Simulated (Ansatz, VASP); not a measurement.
## SnSe in VASP and in Ansatz

The input POSCAR:

```
SnSe
1.0
    4.2853274191      0.0000000000      0.0000000000
    0.0000000000      4.2853274191      0.0000000000
    0.0000000000      0.0000000000     10.9906921300
Sn Se
2 2
Direct
    0.0000000000      0.5000000000      0.6277708900
    0.5000000000      0.0000000000      0.3722291100
    0.0000000000      0.5000000000      0.3839605100
    0.5000000000      0.0000000000      0.6160394900
```

Contents of INCAR.step1:

```
SYSTEM = SnSe
PREC = Accurate ; ENCUT = 520
EDIFF = 1E-5 ; ISMEAR = -1
SIGMA = 0.05 ; LREAL = .FALSE.
LASPH = .TRUE. ; NELM = 100
ALGO = Normal ; ISIF = 2
LWAVE = .TRUE. ; LCHARG = .FALSE.
NBANDS = 28 ; GGA = PE
```

INCAR.step2

```
SYSTEM = SnSe
PREC = Accurate ; ENCUT = 520
EDIFF = 1E-7 ; ISMEAR = -1
SIGMA = 0.05 ; LREAL = .FALSE.
LASPH = .TRUE. ; NELM = 100
ALGO = Normal ; ISIF = 2
LWAVE = .FALSE. ; LCHARG = .FALSE.
GGA = PE ; LHFCALC = .TRUE.
AEXX = 0.5 ; HFSCREEN = 0.2
PRECFOCK = Normal ; NBANDS = 28
ISTART = 1
```

The input KPOINTS:

```
regular mesh
0
G
  3 3 2
  0 0 0
```

Contents of input.yaml:

```yaml
crystal:
  lattice:
    - [4.2853274191, 0.0, 0.0]
    - [0.0, 4.2853274191, 0.0]
    - [0.0, 0.0, 10.99069213]
  atoms:
    - { symbol: Sn, position: [0.0, 0.5, 0.62777089] }
    - { symbol: Sn, position: [0.5, 0.0, 0.37222911] }
    - { symbol: Se, position: [0.0, 0.5, 0.38396051] }
    - { symbol: Se, position: [0.5, 0.0, 0.61603949] }
hamiltonian:
  xc: { exchange: pbe, correlation: pbe, exx: { coeff: 0.5, omega: 0.2 } }
  pseudopotentials: { kind: paw }
kpoints:
  mp_grid: { grid: [3, 3, 2] }
scf:
  occupations: { method: fermi_dirac, width: 0.05 }
output:
  forces: true
  stress: true
  eigenvalues: true
```

Alike in both runs: task single point; functional PBE-based screened hybrid with a share of 0.5 of exact exchange and HFSCREEN = 0.2; k mesh 3 × 3 × 2; occupations fermi-dirac, width 0.05 eV; no spin polarisation.

|  | VASP | Ansatz |
| --- | --- | --- |
| version | VASP 6.6.1 | Ansatz 0.2.0 |
| potentials or method | VASP PAW PBE potentials, release 64 (Sn_d, Se) | Ansatz PAW |
| plane-wave cutoff (eV) | 520 | 420 |
| valence electrons in the cell | 40 | 60 |

|  | VASP | Ansatz | Ansatz less VASP |
| --- | --- | --- | --- |
| gap on the k mesh at the Fermi level (eV) | 2.62 | 2.60 | -0.023 |
| least direct gap on the mesh (eV) | 2.62 | 2.60 | -0.023 |
| rms of the force components (eV/Å) | 0.073 | 0.070 | -0.0028 |

VASP's potentials were made for PBE, not for PBE-based screened hybrid. Atom by atom the forces differ by 0.007 eV/Å (rms over components). VASP's potentials hold 40 valence electrons a cell and Ansatz's 60, so a difference there can come from the potentials and not from the codes.

The k mesh is coarse, so the values compare programs but aren't converged. Noted on Ansatz's run: odd divisions of the mesh miss points on the zone boundary, where band edges often lie, so the gap on the mesh can be too wide.
